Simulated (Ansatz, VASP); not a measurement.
## Ru in VASP and in Ansatz

```xyz
2
Lattice="2.7058 0.0000 0.0000 -1.3529 2.3433 0.0000 0.0000 0.0000 4.4104" Properties=species:S:1:pos:R:3 pbc="T T T"
Ru    0.0000    1.5622    1.1026
Ru    1.3529    0.7811    3.3078
```

Change from the starting cell: zz strain of +3 %.

Alike in both runs: task single point; functional PBE; k mesh 14 × 14 × 8; occupations fermi-dirac, width 0.03 eV; no spin polarisation.

|  | VASP | Ansatz |
| --- | --- | --- |
| version | VASP 6.6.1 | Ansatz 0.2.0 |
| potentials or method | VASP PAW PBE potentials, release 64 (Ru_pv), cutoff 520 eV | all-electron LAPW, scalar-relativistic |

```csv
,VASP,Ansatz,Ansatz less VASP
pressure (GPa),-4.7,-4.7,+0.05
"traceless stress, the component that is largest in VASP (GPa)",-9.91,-9.95,-0.037
```

Ansatz ran all-electron here, and VASP with PAW potentials.
